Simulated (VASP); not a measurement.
## MgS: elastic constants with LDA

Crystal: MgS.

```
Mg S
1.0
     0.00000    2.54496    2.54496
     2.54496    0.00000    2.54496
     2.54496    2.54496    0.00000
Mg S
1 1
Direct
  0.00000 0.00000 0.00000
  0.50000 0.50000 0.50000
```

* Program: VASP 6.6.1
* Task: elastic constants
* Functional: LDA
* Potentials or basis: VASP PAW LDA potentials, release 64 (Mg, S)
* Cutoff: 600 eV
* k mesh: 8 × 8 × 8
* Occupations: gaussian, width 0.01 eV
* Spin: no spin polarisation
* Dipole correction: no
* Ions in elastic constants: relaxed
* Further INCAR settings: ALGO = Normal; EDIFF = 1e-08; IBRION = 6; POTIM = 0.015; NSW = 1; ISIF = 3

```yaml
Elastic_constants_C11_C12_C44: 181, 44, 58 GPa
Voigt_bulk_modulus: 90 GPa
Highest_phonon_frequency_at_Γ_LO-TO_splitting_left_out: 269 cm⁻¹
```

Phonon frequencies in cm⁻¹ (negative: imaginary):
| q point | frequencies |
| --- | --- |
| (0.000, 0.000, 0.000) | 0 0 0 269 269 269 |

Elastic tensor in Voigt notation (GPa, in the Cartesian axes of the cell as first typed):
```
181  44  44   0   0   0
 44 181  44   0   0   0
 44  44 181   0   0   0
  0   0   0  58   0   0
  0   0   0   0  58   0
  0   0   0   0   0  58
```

Clamped-ion elastic tensor (GPa):
```
181  44  44   0   0   0
 44 181  44   0   0   0
 44  44 181   0   0   0
  0   0   0  58   0   0
  0   0   0   0  58   0
  0   0   0   0   0  58
```

Run time: 2.9 min on 1 thread of Intel(R) Xeon(R) 6975P-C (Granite Rapids), with other jobs on the host, peak memory 0.23 GiB.

Caveat: the cell is under stress, which shifts elastic constants.
